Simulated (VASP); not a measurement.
## HgTe: single point with PBEsol

Crystal: HgTe.

```
Hg Te
1.0
     2.95207   -3.42007    0.00000
     2.95207    3.42007    0.00000
     0.00000    0.00000    5.71979
Hg Te
2 2
Direct
  0.65695 0.34305 0.25000
  0.34305 0.65695 0.75000
  0.21519 0.78481 0.25000
  0.78481 0.21519 0.75000
```

* Program: VASP 6.6.1
* Task: single point
* Functional: PBEsol
* Potentials or basis: VASP PAW PBE potentials, release 64 (Hg, Te)
* Cutoff: 520 eV
* k mesh: 6 × 6 × 5
* Occupations: fermi-dirac, width 0.05 eV
* Spin: no spin polarisation

```json
{"Pressure": "-1.6 GPa", "Largest force": "0.076 eV/Å", "Band gap on the k mesh": "zero (band 18 reaches 4.54 eV, above the bottom of band 19 at 2.31 eV)"}
```

Forces on the atoms (eV/Å):
```
Hg   0.000 -0.032  0.000
Hg   0.000  0.032  0.000
Te   0.000 -0.076  0.000
Te   0.000  0.076  0.000
```

Stress tensor (GPa, compression positive):
```
-1.60  0.00  0.00
 0.00 -1.50  0.00
 0.00  0.00 -1.66
```

Levels at points of the mesh, in eV from the Fermi level:
```
           k point  band 15  band 16  band 17  band 18  band 19  band 20  band 21  band 22
(0.00, 0.00, 0.00)    -2.58    -2.57    -0.99    -0.34    -0.32    -0.02     4.09     5.22
(0.50, 0.00, 0.00)    -2.49    -1.92    -0.78    -0.49     1.53     2.57     3.03     4.61
(0.50, 0.50, 0.00)    -2.09    -1.88    -1.82    -1.81    -1.76    -1.41     3.23     5.27
```

It took 110 s on 1 thread of Intel Xeon 6975P-C (shared host), peak memory 0.3 GiB.

Caveat: the PAW data sets were made with another functional, which shifts forces and pressure a little; spin-orbit coupling is left out, which moves the levels of the heavy elements.
